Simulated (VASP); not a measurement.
# Pd (P6_3/mmc) in VASP: settings compared

Pd is run at these levels: PBEsol, revPBE+D3(BJ), revPBE+D4, BLYP+D3(BJ); tasks: single point.

All numbers are computed with VASP 6.6.1; they aren't measurements. Logs are shortened: lines on timing, memory, paths and dates and some standing lists are left out, and cuts for length are marked.

**1. The cell of the first run**

The structure is hexagonal, space group P6_3/mmc (No. 194). Conventional cell: a = 2.784 Å, b = 2.784 Å, c = 4.629 Å, α = 90.00°, β = 90.00°, γ = 120.00°. Within 3.7 Å of Pd (site symmetry -6m2) lie 12 Pd at 2.78 to 2.82 Å.

**2. Single point, PBEsol**

INCAR reads:

```
ALGO = Normal ; EDIFF = 1E-7
ENCUT = 520 ; GGA = PS
ISIF = 2 ; ISMEAR = -1
LASPH = T ; LCHARG = F
LREAL = F ; LWAVE = F
NBANDS = 17 ; NELM = 60
PREC = Accurate ; SIGMA = 0.05
```

KPOINTS reads:

```
k-points
0
Gamma
  11 11 6
```

POSCAR reads:

```
Pd
1.0
    2.7836650458      0.0000000000      0.0000000000
   -1.3918325229      2.4107246453      0.0000000000
    0.0000000000      0.0000000000      4.6288930000
Pd
2
Direct
    0.3333333333      0.6666666667      0.2500000000
    0.6666666667      0.3333333333      0.7500000000
```

Potentials or basis: VASP PAW PBE potentials, release 64 (Pd).

Command:

```sh
> cat potpaw_PBE.64/Pd/POTCAR > POTCAR
> mpirun -np 1 vasp_std > vasp.out
```

OUTCAR:

```text
EDIFF = 1E-7
   ENCUT = 520
   GGA = PS
   ISIF = 2
   ISMEAR = -1
   LASPH = T
   LREAL = F
   NELM = 60
   PREC = Accurate

 ion  position               nearest neighbor table
   1  0.333  0.667  0.250-   2 2.82   2 2.82   2 2.82   2 2.82   2 2.82   2 2.82
   2  0.667  0.333  0.750-   1 2.82   1 2.82   1 2.82   1 2.82   1 2.82   1 2.82

  LATTYP: Found a hexagonal cell.
 ALAT       =     2.7836650458
 C/A-ratio  =     1.6628771507

  Lattice vectors:

 A1 = (   2.7836650458,   0.0000000000,   0.0000000000)
 A2 = (  -1.3918325229,   2.4107246453,   0.0000000000)
 A3 = (   0.0000000000,   0.0000000000,   4.6288930000)

Analysis of symmetry for initial positions (statically):
=====================================================================
 Subroutine PRICEL returns:
 Original cell was already a primitive cell.

 Routine SETGRP: Setting up the symmetry group for a
 hexagonal supercell.

 Subroutine GETGRP returns: Found 24 space group operations
 (whereof 12 operations were pure point group operations)
 out of a pool of 24 trial point group operations.

The static configuration has the point symmetry D_3d.
 The point group associated with its full space group is D_6h.

Analysis of symmetry for dynamics (positions and initial velocities):
=====================================================================
 Subroutine PRICEL returns:
 Original cell was already a primitive cell.

 Routine SETGRP: Setting up the symmetry group for a
 hexagonal supercell.

 Subroutine GETGRP returns: Found 24 space group operations
 (whereof 12 operations were pure point group operations)
 out of a pool of 24 trial point group operations.

The dynamic configuration has the point symmetry D_3d.
 The point group associated with its full space group is D_6h.

 Subroutine INISYM returns: Found 24 space group operations
 (whereof 12 operations are pure point group operations),
 and found     1 'primitive' translations

----------------------------------------------------------------------------------------

                                     Primitive cell

  volume of cell :      31.0629

  direct lattice vectors                    reciprocal lattice vectors
     2.783665046  0.000000000  0.000000000     0.359238624  0.207406516  0.000000000
    -1.391832523  2.410724645  0.000000000     0.000000000  0.414813032  0.000000000
     0.000000000  0.000000000  4.628893000     0.000000000  0.000000000  0.216034374

  length of vectors
     2.783665046  2.783665046  4.628893000     0.414813032  0.414813032  0.216034374

  position of ions in fractional coordinates (direct lattice)
     0.333333333  0.666666667  0.250000000
     0.666666667  0.333333333  0.750000000

  ion indices of the primitive-cell ions
   primitive index   ion index
                 1           1
                 2           2

----------------------------------------------------------------------------------------

 KPOINTS: k-points

Automatic generation of k-mesh.
 Grid dimensions read from file:
 generate k-points for:   11   11    6

 Generating k-lattice:

  Cartesian coordinates                     Fractional coordinates (reciprocal lattice)
     0.032658057  0.018855138  0.000000000     0.090909091  0.000000000  0.000000000
     0.000000000  0.037710276  0.000000000     0.000000000  0.090909091  0.000000000
     0.000000000  0.000000000  0.036005729     0.000000000  0.000000000  0.166666667

  Length of vectors
     0.037710276  0.037710276  0.036005729

  Shift w.r.t. Gamma in fractional coordinates (k-lattice)
     0.000000000  0.000000000  0.000000000

 Subroutine IBZKPT returns following result:
 ===========================================

 Found     64 irreducible k-points:

 Following reciprocal coordinates:
            Coordinates               Weight
  0.000000  0.000000  0.000000      1.000000
  0.090909  0.000000  0.000000      6.000000
  0.181818  0.000000  0.000000      6.000000
  0.272727  0.000000  0.000000      6.000000
  0.363636  0.000000  0.000000      6.000000
  0.454545  0.000000  0.000000      6.000000
[... 16 lines left out ...]
  0.090909  0.090909  0.166667     12.000000
  0.181818  0.090909  0.166667     24.000000
 [... further k-points ...]
   k-points           NKPTS =     64   k-points in BZ     NKDIM =     64   number of bands    NBANDS=     17
   number of dos      NEDOS =    301   number of ions     NIONS =      2
   total plane-waves  NPLWV =  20736
   dimension x,y,z NGX =    24 NGY =   24 NGZ =   36
   dimension x,y,z NGXF=    48 NGYF=   48 NGZF=   72
   ions per type =               2
   NGX,Y,Z   is equivalent  to a cutoff of  14.33, 14.33, 12.93 a.u.
   NGXF,Y,Z  is equivalent  to a cutoff of  28.67, 28.67, 25.86 a.u.
 SYSTEM =  unknown system
   PREC   = accura    normal or accurate (medium, high low for compatibility)
   ISTART =      0    job   : 0-new  1-cont  2-samecut
   ICHARG =      2    charge: 1-file 2-atom 10-const
   ISPIN  =      1    spin polarized calculation?
   LNONCOLLINEAR =      F non collinear calculations
   LSORBIT =      F    spin-orbit coupling
   LASPH  =      T    aspherical Exc in radial PAW
   ENCUT  =  520.0 eV  38.22 Ry    6.18 a.u.   5.18  5.18  8.61*2*pi/ulx,y,z
   NELM   =     60;   NELMIN=  2; NELMDL= -5     # of ELM steps
   EDIFF  = 0.1E-06   stopping-criterion for ELM
   LREAL  =      F    real-space projection
   EDIFFG = 0.1E-05   stopping-criterion for IOM
   NSW    =      0    number of steps for IOM
   IBRION =     -1    ionic relax: 0-MD 1-quasi-New 2-CG
   NFREE  =      0    steps in history (QN), initial steepest desc. (CG)
   ISIF   =      2    stress and relaxation
   ISYM   =      2    0-nonsym 1-usesym 2-fastsym
   POTIM  = 0.5000    time-step for ionic-motion
   TEBEG  =    0.0;   TEEND  =   0.0 temperature during run
   PSTRESS=    0.0 pullay stress
   NELECT =      20.0000    total number of electrons
   NUPDOWN=      -1.0000    fix difference up-down
   EMIN   =  10.00;   EMAX   =-10.00  energy-range for DOS
   EFERMI =   0.00;   METHOD = LEGACY
   ISMEAR =    -1;   SIGMA  =   0.05  broadening in eV -4-tet -1-fermi 0-gaus
   EFERMI_NEDOS =   21; number of points for ismear=-14 and -15
   IALGO  =     38    algorithm
   IMIX   =      4    mixing-type and parameters
     AMIX     =   0.40;   BMIX     =  1.00
     AMIX_MAG =   1.60;   BMIX_MAG =  1.00
  volume/ion in A,a.u.               =      15.53       104.81
  Fermi-wavevector in a.u.,A,eV,Ry     =   1.413636  2.671385 27.189429  1.998367
  Thomas-Fermi vector in A             =   2.535261
   LORBIT       =      0    0 simple, 1 ext, 2 COOP (PROOUT), +10 PAW based schemes
   GGA     = PS    functional components
   LHFCALC =     F    Hartree Fock is set to
   AEXX    =    0.0000 exact exchange contribution
   IVDW    =     0    specifies the selected vdW correction
   LEPSILON=     F    determine dielectric tensor
   LRPA    =     F    only Hartree local field effects (RPA)
 non-spin polarized calculation
  energy-cutoff  :      520.00
  volume of cell :       31.06
 maximum number of plane-waves:       849
 NGX is ok and might be reduce to    24
   NGX = 11   NGY = 11   NGZ = 17

 number of electron      20.0000008 magnetization

 Free energy of the ion-electron system (eV)
  ---------------------------------------------------
  ext. energy  EPLUGINS =         0.00000000
  ---------------------------------------------------
  free energy    TOTEN  =       -11.79187356 eV

  energy without entropy =      -11.74359874  energy(sigma->0) =      -11.76773615

 E-fermi :   8.7815     XC(G=0): -13.0609

 val. band max:        8.7726875475   @ k =   0.4545   0.0909   0.0000
 cond. band min:       8.7852774170   @ k =   0.1818   0.1818   0.0000
 fundamental gap:      0.0125898694
 Fermi energy:         8.7815140621

 k-point     1 :       0.0000    0.0000    0.0000
  band No.  band energies     occupation
      1       1.9274      2.00000
      2       3.8088      2.00000
      3       6.0490      2.00000
      4       6.2345      2.00000
      5       6.2345      2.00000
      6       6.5633      2.00000
[... 9 lines left out ...]
     16      28.1609      0.00000
     17      30.4344      0.00000

 k-point     2 :       0.0909    0.0000    0.0000
  band No.  band energies     occupation
      1       2.1847      2.00000
      2       3.9891      2.00000
      3       5.8971      2.00000
      4       6.3543      2.00000
      5       6.4033      2.00000
      6       6.4946      2.00000
[... 9 lines left out ...]
     16      27.6655      0.00000
     17      28.8904      0.00000

 k-point     3 :       0.1818    0.0000    0.0000
  band No.  band energies     occupation
      1       2.8907      2.00000
      2       4.3826      2.00000
      3       5.6616      2.00000
      4       6.2082      2.00000
      5       6.2460      2.00000
      6       6.7968      2.00000
[... 9 lines left out ...]
     16      27.4320      0.00000
     17      27.9354      0.00000

 k-point     4 :       0.2727    0.0000    0.0000
  band No.  band energies     occupation
      1       3.7525      2.00000
      2       4.4684      2.00000
      3       5.3607      2.00000
      4       5.8186      2.00000
      5       6.2135      2.00000
      6       6.5959      2.00000
[... 9 lines left out ...]
     16      25.8319      0.00000
     17      27.2440      0.00000
[... 343 lines left out ...]
      1       3.9577      2.00000
      2       4.0533      2.00000
      3       4.8955      2.00000
      4       5.6708      2.00000
      5       6.3836      2.00000
      6       6.8410      2.00000
[... 9 lines left out ...]
     16      22.4084      0.00000
     17      23.4819      0.00000

 k-point    23 :       0.0909    0.0909    0.1667
  band No.  band energies     occupation
      1       2.8803      2.00000
      2       4.3613      2.00000
      3       5.7085      2.00000
      4       6.0780      2.00000
      5       6.2281      2.00000
      6       6.5856      2.00000
[... 9 lines left out ...]
     16      27.4664      0.00000
     17      27.7012      0.00000

 k-point    24 :       0.1818    0.0909    0.1667
  band No.  band energies     occupation
      1       3.6511      2.00000
      2       4.7241      2.00000
      3       5.4495      2.00000
      4       5.6244      2.00000
      5       6.0867      2.00000
      6       6.5256      2.00000
[... 9 lines left out ...]
     16      26.0761      0.00000
     17      27.3764      0.00000

 [... further k-points ...]
[... 5 lines left out ...]
  --------------------------------------------------------------------------------------
  -------------------------------------------------------------------------------------
  Total       -2.0802315     -2.0802315     -1.9938815      0.0000000     -0.0000000      0.0000000
  in kB     -107.2952587   -107.2952587   -102.8414510      0.0000000     -0.0000000      0.0000000
  external PRESSURE =    -105.8106561 kB  Pullay stress =       0.0000000 kB

 VOLUME and BASIS-vectors are now :
 -----------------------------------------------------------------------------
  energy-cutoff  :      520.00
  volume of cell :       31.06
      direct lattice vectors                 reciprocal lattice vectors
     2.783665046  0.000000000  0.000000000     0.359238624  0.207406516  0.000000000
    -1.391832523  2.410724645  0.000000000     0.000000000  0.414813032  0.000000000
     0.000000000  0.000000000  4.628893000     0.000000000  0.000000000  0.216034374

 POSITION                                       TOTAL-FORCE (eV/Angst)
 -----------------------------------------------------------------------------------
     -0.00000      1.60715      1.15722         0.000000     -0.000000      0.000000
      1.39183      0.80357      3.47167        -0.000000      0.000000      0.000000
 -----------------------------------------------------------------------------------
    total drift:                               -0.000000      0.000000     -0.000000

  FREE ENERGIE OF THE ION-ELECTRON SYSTEM (eV)
  ---------------------------------------------------
  free  energy   TOTEN  =       -11.7918735642 eV

  energy  without entropy=      -11.7435987400  energy(sigma->0) =      -11.76773615
```

Wall time 13 s (1 thread of Intel Xeon Platinum 8559C (Emerald Rapids), shared host); peak memory 0.16 GiB.

What came out:

| Quantity | Value |
| --- | --- |
| Free energy | -11.7919 eV |
| Pressure | -10.6 GPa |
| Band gap on the k mesh | zero (band 10 reaches 8.91 eV, above the bottom of band 11 at 8.12 eV) |

Levels at points of the mesh, in eV from the Fermi level:
| k point | band 8 | band 9 | band 10 | band 11 | band 12 | band 13 |
| --- | --- | --- | --- | --- | --- | --- |
| (0.00, 0.00, 0.00) | -1.56 | -1.56 | -0.23 | -0.23 | 0.88 | 6.59 |
| (0.00, 0.00, 0.50) | -2.59 | -0.66 | -0.66 | -0.66 | -0.66 | 13.64 |

Caveat: the PAW data sets were made with another functional, which shifts forces and pressure a little.

(Part 1 of 3 ends here.)
